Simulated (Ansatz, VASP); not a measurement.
One calculation of NiO, two programs

```
CELL_PARAMETERS angstrom
2.91310 0.00000 0.00000
-1.45655 2.52282 0.00000
0.00000 0.00000 5.05522
ATOMIC_POSITIONS crystal
Ni 0.00000 0.00000 0.00000
Ni 0.00687 0.00000 0.50000
O 0.33333 0.66667 0.25000
O 0.66667 0.33333 0.75000
```

Alike in both runs: task single point; functional PBE; k mesh 12 × 12 × 8; occupations gaussian, width 0.05 eV; collinear spin.

```csv
,VASP,Ansatz
version,VASP 6.6.1,Ansatz 0.2.0
potentials or method,"VASP PAW PBE potentials, release 64 (Ni, O), cutoff 520 eV","scalar-relativistic, plane waves, PAW"
valence electrons in the cell,32,48
```

Ansatz gave:

```
gap on the k mesh at the Fermi level (eV)                     : 0.76
least direct gap on the mesh (eV)                             : 0.86
pressure (GPa)                                                : 0.0
rms of the force components (eV/Å)                            : 0.036
net moment per atom (μB)                                      : 0.00
size of the moment on the site where the two differ most (μB) : 1.33
```

Task: Estimate VASP's values.

Result: gap on the k mesh at the Fermi level (eV): 0.75; least direct gap on the mesh (eV): 0.84; pressure (GPa): -0.3; rms of the force components (eV/Å): 0.037; net moment per atom (μB): 0.00; size of the moment on the site where the two differ most (μB): 1.31.

Site moments also hang on the region over which each program counts them. Atom by atom the forces differ by 0.001 eV/Å (rms over components). VASP's potentials hold 32 valence electrons a cell and Ansatz's 48, so a difference there can come from the potentials and not from the codes.
